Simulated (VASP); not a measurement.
BeCu2GeSe4: single point with PBE

Crystal: BeCu2GeSe4.

```
Cu Be Ge Se
1.0
    -2.75174    2.75174    5.34963
     2.75174   -2.75174    5.34963
     2.75174    2.75174   -5.34963
Cu Be Ge Se
2 1 1 4
Direct
  0.00000 0.00000 0.00000
  0.75000 0.25000 0.50000
  0.25000 0.75000 0.50000
  0.50000 0.50000 0.00000
  0.12991 0.63039 0.02362
  0.36961 0.39323 0.49952
  0.60677 0.10629 0.97638
  0.89371 0.87009 0.50048
```

| Property | Result |
| --- | --- |
| Program | VASP 6.6.1 |
| Task | single point |
| Functional | PBE |
| Potentials or basis | VASP PAW PBE potentials, release 64 (Cu, Be, Ge_d, Se) |
| Cutoff | 520 eV |
| k mesh | 6 × 6 × 6 |
| Occupations | gaussian, width 0.01 eV |
| Spin | no spin polarisation |

| Item | Value |
| --- | --- |
| Pressure | 2.3 GPa |
| Largest force | 0.227 eV/Å |
| Band gap on the k mesh | 0.42 eV (least direct gap 0.43 eV) |

Forces on the atoms (eV/Å):
```
Cu   0.000  0.000  0.000
Cu   0.000  0.000  0.000
Be   0.000  0.000  0.000
Ge   0.000  0.000  0.000
Se   0.157 -0.033 -0.160
Se  -0.033 -0.157  0.160
Se  -0.157  0.033 -0.160
Se   0.033  0.157  0.160
```

Levels at points of the mesh, in eV from the valence-band top:
```csv
k point,band 29,band 30,band 31,band 32,band 33,band 34
"(0.00, 0.00, 0.00)",-0.12,-0.12,0.00,0.43,1.72,2.90
"(0.50, 0.00, 0.00)",-1.30,-1.10,-0.56,1.45,2.78,3.21
"(0.50, 0.50, 0.00)",-0.81,-0.58,-0.42,0.42,2.60,2.85
"(0.50, 0.50, 0.50)",-1.14,-0.94,-0.94,0.95,1.84,1.84
```

It took 3.3 min on 1 thread of Intel(R) Xeon(R) 6975P-C (Granite Rapids) (shared host), peak memory 0.49 GiB.

Caveat: semilocal functionals underestimate gaps, and a narrow one can read as zero. A k mesh can miss the band edges.
